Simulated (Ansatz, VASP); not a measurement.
Si3F4 in VASP and in Ansatz

INCAR

```
SYSTEM = Si3F4
ALGO = Normal
EDIFF = 1E-6
ENCUT = 910
GGA = PE
GGA_COMPAT = .False.
ISIF = 2
ISMEAR = 0
LASPH = .True.
LCHARG = .False.
LREAL = .False.
LWAVE = .False.
NBANDS = 29
NELM = 120
PREC = Accurate
SIGMA = 0.1
```

Contents of KPOINTS:

```
k-points
0
Gamma
  4 4 4
  0 0 0
```

File POSCAR:

```
Si3F4
1.0
    0.0000000000      3.7141017400      3.7141017400
    3.7141017400      0.0000000000      3.7141017400
    3.7141017400      3.7141017400      0.0000000000
Si F
3 4
Direct
    0.7500000000      0.7500000000      0.7500000000
    0.0000000000      0.0000000000      0.0000000000
    0.5000000000      0.5000000000      0.5000000000
    0.2016145000      0.2016145000      0.2016145000
    0.2016145000      0.2016145000      0.3951565000
    0.2016145000      0.3951565000      0.2016145000
    0.3951565000      0.2016145000      0.2016145000
```

Input for Ansatz:

```yaml
crystal:
  lattice:
    - [0.0, 3.71410174, 3.71410174]
    - [3.71410174, 0.0, 3.71410174]
    - [3.71410174, 3.71410174, 0.0]
  atoms:
    - { symbol: Si, position: [0.75, 0.75, 0.75] }
    - { symbol: Si, position: [0.0, 0.0, 0.0] }
    - { symbol: Si, position: [0.5, 0.5, 0.5] }
    - { symbol: F, position: [0.2016145, 0.2016145, 0.2016145] }
    - { symbol: F, position: [0.2016145, 0.2016145, 0.3951565] }
    - { symbol: F, position: [0.2016145, 0.3951565, 0.2016145] }
    - { symbol: F, position: [0.3951565, 0.2016145, 0.2016145] }
basis:
  ecutwfc: 420
kpoints:
  mp_grid: { grid: [4, 4, 4] }
hamiltonian:
  xc: pbe
scf:
  occupations: { method: gaussian, width: 0.1 }
  lower_state_search: "off"
output:
  forces: true
  stress: true
  eigenvalues: true
```

Alike in both runs: task single point; functional PBE; k mesh 4 × 4 × 4; occupations gaussian, width 0.1 eV; no spin polarisation.

|  | VASP | Ansatz |
| --- | --- | --- |
| version | VASP 6.6.1 | Ansatz 0.2.0 |
| potentials or method | VASP PAW PBE potentials, release 64 (Si, F_h), cutoff 910 eV | scalar-relativistic, plane waves, PAW |
| valence electrons in the cell | 40 | 40 |

```tsv
	VASP	Ansatz	Ansatz less VASP
gap on the k mesh at the Fermi level (eV)	none	none	-
rms of the force components (eV/Å)	89.496	80.168	-9.3288
```

Atom by atom the forces differ by 9.329 eV/Å (rms over components). A gap of «none» marks a metal or a gap that the smearing closes.

The k mesh is coarse, so the values compare programs but aren't converged. Noted on VASP's run: the cutoff is short for stress, so the pressure is rough.
